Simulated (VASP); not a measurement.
The system is KI.

```
CELL_PARAMETERS angstrom
4.29120 0.00000 0.00000
0.00000 4.29120 0.00000
0.00000 0.00000 4.29120
ATOMIC_POSITIONS crystal
K 0.00000 0.00000 0.00000
I 0.50000 0.50000 0.50000
```

* Program: VASP 6.6.1
* Task: relaxation of cell and atoms
* Functional: PBEsol
* Potentials or basis: VASP PAW PBE potentials, release 64 (K_sv, I)
* Cutoff: 600 eV
* k mesh: 4 × 4 × 4
* Occupations: gaussian, width 0.01 eV
* Spin: no spin polarisation

At the start: pressure -0.5 GPa; volume 39.51 Å³/atom.

Question: How do energy, volume and symmetry change on relaxing?

Answer: Over 3 steps the energy falls by 2.2 meV/atom and the volume is 38.15 Å³/atom (-3.4 %); space group Pm-3m (No. 221, to 0.05 Å).

Step by step:
```tsv
step	energy change (eV)	largest force (eV/Å)	pressure (GPa)	volume (Å³)
1	0.0000	0.0000	-0.48	79.02
2	-0.0032	0.0000	-0.26	77.67
3	-0.0043	0.0000	-0.01	76.30
```

Final structure:
```
CELL_PARAMETERS angstrom
4.24136 0.00000 0.00000
0.00000 4.24136 0.00000
0.00000 0.00000 4.24136
ATOMIC_POSITIONS crystal
K 0.00000 0.00000 0.00000
I 0.50000 0.50000 0.50000
```

Caveat: the PAW data sets were made with another functional, which shifts forces and pressure a little.
